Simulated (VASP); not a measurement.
# MnO (Fm-3m) in VASP: further runs, part 2 of 2

VASP 6.6.1. The steps go on from the part before.

**4. Single point, PBE+U, collinear spin, ferromagnetic start**

This run uses another cell than the first one, of 11.64 Å³/atom, 1.051 times its volume.

INCAR reads:

```
SYSTEM = MnO
ALGO = Normal
EDIFF = 1E-6
ENCUT = 520
GGA = PE
ISIF = 2
ISMEAR = 0
ISPIN = 2
LASPH = .TRUE.
LCHARG = .TRUE.
LDAU = .TRUE.
LDAUJ = 0 0
LDAUL = 2 -1
LDAUPRINT = 1
LDAUTYPE = 2
LDAUU = 3.9 0
LELF = .TRUE.
LMAXMIX = 4
LORBIT = 11
LREAL = .FALSE.
LVHAR = .TRUE.
LWAVE = .FALSE.
MAGMOM = 4.76 0
NBANDS = 20
NELM = 150
PREC = Accurate
SIGMA = 0.05
```

KPOINTS reads:

```
k-points
0
G
  6 6 6
  0 0 0
```

POSCAR reads:

```
MnO
1.0
    0.0000000000      2.2664570858      2.2664570858
    2.2664570858      0.0000000000      2.2664570858
    2.2664570858      2.2664570858      0.0000000000
Mn O
1 1
Direct
    0.0000000000      0.0000000000      0.0000000000
    0.5000000000      0.5000000000      0.5000000000
```

On the command line:

```
$ cat potpaw_PBE.64/Mn_pv/POTCAR potpaw_PBE.64/O/POTCAR > POTCAR
$ mpirun -np 1 vasp_std > vasp.out
```

Wall time 14 s (1 thread of AMD EPYC 7R13 (Zen 3), shared host); peak memory 0.12 GiB.

Results (log left out):

```yaml
Free_energy: -15.4831 eV
Pressure: -1.6 GPa
Band_gap_on_the_k_mesh: 0.10 eV, indirect (least direct gap 2.26 eV)
Net_moment: 5.00 μB per cell
Site_moments: Mn +4.63; O +0.14 μB
Valence_electrons_inside_the_program's_atomic_spheres: Mn 11.29; O 4.98
```

Levels at points of the mesh, in eV from the valence-band top:
Spin up:
```csv
k point,band 10,band 11,band 12,band 13,band 14,band 15
"(0.00, 0.00, 0.00)",-2.43,-2.43,-2.43,0.10,14.60,16.05
"(0.50, 0.00, 0.00)",-2.48,0.00,0.00,4.19,8.13,12.27
"(0.50, 0.50, 0.00)",-3.08,-3.08,-3.01,5.36,8.47,10.28
```
Spin down:
| k point | band 5 | band 6 | band 7 | band 8 | band 9 | band 10 |
| --- | --- | --- | --- | --- | --- | --- |
| (0.00, 0.00, 0.00) | -2.15 | -2.15 | -2.15 | 1.45 | 3.38 | 3.38 |
| (0.50, 0.00, 0.00) | -5.90 | -3.25 | -3.25 | 4.36 | 4.66 | 4.66 |
| (0.50, 0.50, 0.00) | -5.11 | -3.10 | -3.10 | 1.62 | 4.48 | 4.53 |

Eigenvalues of the final occupation matrices:
```csv
site,spin,trace,eigenvalues
site 1 d,1,4.77,0.94 0.94 0.94 0.97 0.97
site 1 d,2,0.19,0.02 0.02 0.02 0.07 0.07
```

Caveat: a cell with one magnetic atom can't hold antiferromagnetic order, which such compounds often take. A k mesh can miss the band edges.

**5. Single point, PBE+U, collinear spin, ferromagnetic start**

INCAR reads:

```
  ALGO = Normal
  EDIFF = 1E-7
  ENCUT = 520
  GGA = PE
  ISIF = 2
  ISMEAR = 0
  ISPIN = 2
  LASPH = T
  LCHARG = F
  LDAU = T
  LDAUJ = 0 0
  LDAUL = 2 -1
  LDAUPRINT = 1
  LDAUTYPE = 2
  LDAUU = 3.9 0
  LMAXMIX = 4
  LORBIT = 11
  LREAL = F
  LWAVE = F
  MAGMOM = 5 0
  NBANDS = 20
  NELM = 150
  PREC = Accurate
  SIGMA = 0.05
```

KPOINTS reads:

```
k-points
0
Gamma
  12 12 12
```

POSCAR reads:

```
MnO
1.0
    0.0000000000      2.2293821140      2.2293821140
    2.2293821140      0.0000000000      2.2293821140
    2.2293821140      2.2293821140      0.0000000000
Mn O
1 1
Direct
    0.0000000000      0.0000000000      0.0000000000
    0.5000000000      0.5000000000      0.5000000000
```

On the command line:

```
$ cat potpaw_PBE.64/Mn_pv/POTCAR potpaw_PBE.64/O/POTCAR > POTCAR
$ mpirun -np 1 vasp_std > vasp.out
```

Wall time 49 s (1 thread of AMD EPYC 7R13 (Zen 3), shared host); peak memory 0.15 GiB.

Results (log left out):

```yaml
Free_energy: -15.4676 eV
Pressure: 6.1 GPa
Band_gap_on_the_k_mesh: 0.19 eV, indirect (least direct gap 2.63 eV)
Net_moment: 5.00 μB per cell
Site_moments: Mn +4.62; O +0.15 μB
Valence_electrons_inside_the_program's_atomic_spheres: Mn 11.34; O 5.01
```

Levels at points of the mesh, in eV from the valence-band top:
Spin up:
```csv
k point,band 10,band 11,band 12,band 13,band 14,band 15
"(0.00, 0.00, 0.00)",-2.73,-2.73,-2.73,0.19,14.61,16.30
"(0.50, 0.00, 0.00)",-2.53,0.00,0.00,4.17,8.43,12.49
"(0.50, 0.50, 0.00)",-3.12,-3.12,-3.01,5.59,8.62,10.38
```
Spin down:
```tsv
k point	band 4	band 5	band 6	band 7	band 8	band 9	band 10	band 11
(0.00, 0.00, 0.00)	-18.88	-2.43	-2.43	-2.43	1.56	3.22	3.22	3.22
(0.50, 0.00, 0.00)	-17.93	-6.37	-3.62	-3.62	4.29	4.59	4.59	5.26
(0.50, 0.50, 0.00)	-17.90	-5.53	-3.42	-3.42	1.33	4.45	4.49	5.11
```

Eigenvalues of the final occupation matrices:
| site | spin | trace | eigenvalues |
| --- | --- | --- | --- |
| site 1 d | 1 | 4.77 | 0.94 0.94 0.94 0.98 0.98 |
| site 1 d | 2 | 0.20 | 0.02 0.02 0.02 0.07 0.07 |

Caveat: a cell with one magnetic atom can't hold antiferromagnetic order, which such compounds often take. The state reached can hang on the start; a lower one may exist.

**6. Single point, PBE+U, collinear spin, ferromagnetic start**

This run uses another cell than the first one, of 11.64 Å³/atom, 1.051 times its volume.

INCAR reads:

```
  PREC = Accurate
  ENCUT = 520
  EDIFF = 1E-7
  ISMEAR = 0
  SIGMA = 0.05
  LREAL = False
  LASPH = True
  NELM = 150
  ALGO = Normal
  ISIF = 2
  LWAVE = False
  LCHARG = False
  ISPIN = 2
  MAGMOM = 4.76 0.18
  LORBIT = 11
  LMAXMIX = 4
  LDAU = True
  LDAUTYPE = 2
  LDAUL = 2 -1
  LDAUU = 3.9 0
  LDAUJ = 0 0
  LDAUPRINT = 1
  GGA = PE
  NBANDS = 20
```

KPOINTS reads:

```
Automatic mesh
0
Gamma
  12 12 12
```

POSCAR reads:

```
MnO
1.0
    0.0000000000      2.2664570858      2.2664570858
    2.2664570858      0.0000000000      2.2664570858
    2.2664570858      2.2664570858      0.0000000000
Mn O
1 1
Direct
    0.0000000000      0.0000000000      0.0000000000
    0.5000000000      0.5000000000      0.5000000000
```

Potentials or basis: VASP PAW PBE potentials, release 64 (Mn_pv, O).

On the command line:

```
$ cat potpaw_PBE.64/Mn_pv/POTCAR potpaw_PBE.64/O/POTCAR > POTCAR
$ mpirun -np 1 vasp_std > vasp.out
```

OUTCAR:

```text
PREC = Accurate
   ENCUT = 520
   EDIFF = 1E-7
   ISMEAR = 0
   LREAL = False
   LASPH = True
   NELM = 150
   ISIF = 2
   ISPIN = 2
   LORBIT = 11
   GGA = PE

 ion  position               nearest neighbor table
   1  0.000  0.000  0.000-   2 2.27   2 2.27   2 2.27   2 2.27   2 2.27   2 2.27
   2  0.500  0.500  0.500-   1 2.27   1 2.27   1 2.27   1 2.27   1 2.27   1 2.27

  LATTYP: Found a face centered cubic cell.
 ALAT       =     4.5329141716

  Lattice vectors:

 A1 = (   0.0000000000,   2.2664570858,   2.2664570858)
 A2 = (   2.2664570858,   0.0000000000,   2.2664570858)
 A3 = (   2.2664570858,   2.2664570858,   0.0000000000)

[... 1354 lines left out ...]
 VOLUME and BASIS-vectors are now :
 -----------------------------------------------------------------------------
  energy-cutoff  :      520.00
  volume of cell :       23.28
      direct lattice vectors                 reciprocal lattice vectors
     0.000000000  2.266457086  2.266457086    -0.220608633  0.220608633  0.220608633
     2.266457086  0.000000000  2.266457086     0.220608633 -0.220608633  0.220608633
     2.266457086  2.266457086  0.000000000     0.220608633  0.220608633 -0.220608633

 POSITION                                       TOTAL-FORCE (eV/Angst)
 -----------------------------------------------------------------------------------
      0.00000      0.00000      0.00000        -0.000000      0.000000     -0.000000
      2.26646      2.26646      2.26646         0.000000     -0.000000      0.000000
 -----------------------------------------------------------------------------------
    total drift:                                0.000000     -0.000000     -0.000000

  FREE ENERGIE OF THE ION-ELECTRON SYSTEM (eV)
  ---------------------------------------------------
  free  energy   TOTEN  =       -15.4840704241 eV

  energy  without entropy=      -15.4840541882  energy(sigma->0) =      -15.48406231

 total charge

# of ion       s       p       d       tot
------------------------------------------
    1        0.198   6.164   4.933  11.295
    2        1.555   3.427   0.000   4.981
--------------------------------------------------
tot          1.753   9.591   4.933  16.277

 magnetization (x)

# of ion       s       p       d       tot
------------------------------------------
    1        0.033   0.025   4.573   4.631
    2        0.022   0.119   0.000   0.141
--------------------------------------------------
tot          0.055   0.144   4.573   4.772
```

OSZICAR:

```text
N       E                     dE             d eps       ncg     rms          rms(c)
DAV:   1     0.177713258118E+03    0.17771E+03   -0.10389E+04  5776   0.111E+03
DAV:   2    -0.742735870091E+01   -0.18514E+03   -0.17169E+03  5928   0.328E+02
DAV:   3    -0.164201805860E+02   -0.89928E+01   -0.89239E+01  6484   0.789E+01
DAV:   4    -0.164893887124E+02   -0.69208E-01   -0.69194E-01  6552   0.713E+00
DAV:   5    -0.164900283238E+02   -0.63961E-03   -0.63960E-03  6404   0.682E-01    0.132E+01
DAV:   6    -0.151395703722E+02    0.13505E+01   -0.89569E+00  7820   0.317E+01    0.131E+01
DAV:   7    -0.154636287717E+02   -0.32406E+00   -0.92895E-01  6248   0.109E+01    0.764E+00
DAV:   8    -0.154647455092E+02   -0.11167E-02   -0.12755E-01  6360   0.305E+00    0.459E+00
DAV:   9    -0.154840682590E+02   -0.19323E-01   -0.19378E-02  6224   0.153E+00    0.447E-01
DAV:  10    -0.154838954663E+02    0.17279E-03   -0.29296E-03  6364   0.629E-01    0.984E-02
DAV:  11    -0.154840012539E+02   -0.10579E-03   -0.21324E-04  6544   0.132E-01    0.537E-02
DAV:  12    -0.154840589586E+02   -0.57705E-04   -0.41117E-05  6396   0.605E-02    0.219E-02
DAV:  13    -0.154840700049E+02   -0.11046E-04   -0.47234E-06  6524   0.230E-02    0.541E-03
DAV:  14    -0.154840687532E+02    0.12517E-05   -0.27249E-06  6396   0.138E-02    0.586E-03
DAV:  15    -0.154840705123E+02   -0.17590E-05   -0.28254E-07  5912   0.499E-03    0.192E-03
DAV:  16    -0.154840704241E+02    0.88155E-07   -0.49208E-08  3892   0.181E-03
   1 F= -.15484070E+02 E0= -.15484062E+02  d E =-.162359E-04  mag=     5.0000
```

stdout:

```text
POSCAR found type information on POSCAR MnO
 POSCAR found :  2 types and       2 ions
 scaLAPACK will be used
 LDA part: xc-table for (Slater+PW92), standard interpolation
 POSCAR, INCAR and KPOINTS ok, starting setup
 FFT: planning ... GRIDC
 FFT: planning ... GRID_SOFT
 FFT: planning ... GRID
 WAVECAR not read
 entering main loop
```

Run time: 54 s. Hardware: 1 thread of AMD EPYC 7R13 (Zen 3), shared host; peak memory 0.15 GiB.

What came out:

```yaml
Free_energy: -15.4841 eV
Pressure: -1.5 GPa
Band_gap_on_the_k_mesh: 0.10 eV, indirect (least direct gap 2.26 eV)
Net_moment: 5.00 μB per cell
Site_moments: Mn +4.63; O +0.14 μB
Valence_electrons_inside_the_program's_atomic_spheres: Mn 11.29; O 4.98
```

Eigenvalues of the final occupation matrices:
| site | spin | trace | eigenvalues |
| --- | --- | --- | --- |
| site 1 d | 1 | 4.77 | 0.94 0.94 0.94 0.97 0.97 |
| site 1 d | 2 | 0.18 | 0.02 0.02 0.02 0.07 0.07 |

Caveat: a cell with one magnetic atom can't hold antiferromagnetic order, which such compounds often take. A k mesh can miss the band edges.

**7. Overview**

| cell | k mesh | gap on the mesh (eV) | pressure (GPa) | moment (μB) |
| --- | --- | --- | --- | --- |
| a = 3.153 Å, angles 60.0°, 2 atoms | 5 × 5 × 5 | 0.37 | 6.1 | 5.00 |
| a = 3.205 Å, angles 60.0°, 2 atoms | 6 × 6 × 6 | 0.10 | -1.6 | 5.00 |
| a = 3.153 Å, angles 60.0°, 2 atoms | 12 × 12 × 12 | 0.19 | 6.1 | 5.00 |
| a = 3.205 Å, angles 60.0°, 2 atoms | 12 × 12 × 12 | 0.10 | -1.5 | 5.00 |

Alike in all rows: task single point; level PBE+U; potentials or basis VASP PAW PBE potentials, release 64 (Mn_pv, O); spin collinear, ferromagnetic start; Mn d U = 3.9 eV; cutoff (eV) 520; smearing gaussian 0.05 eV.

Caveats: some runs use coarse meshes; a cell with one magnetic atom can't hold antiferromagnetic order, which such compounds often take.

Total energies depend on the potentials used, so only differences within one code and one set of settings carry meaning.
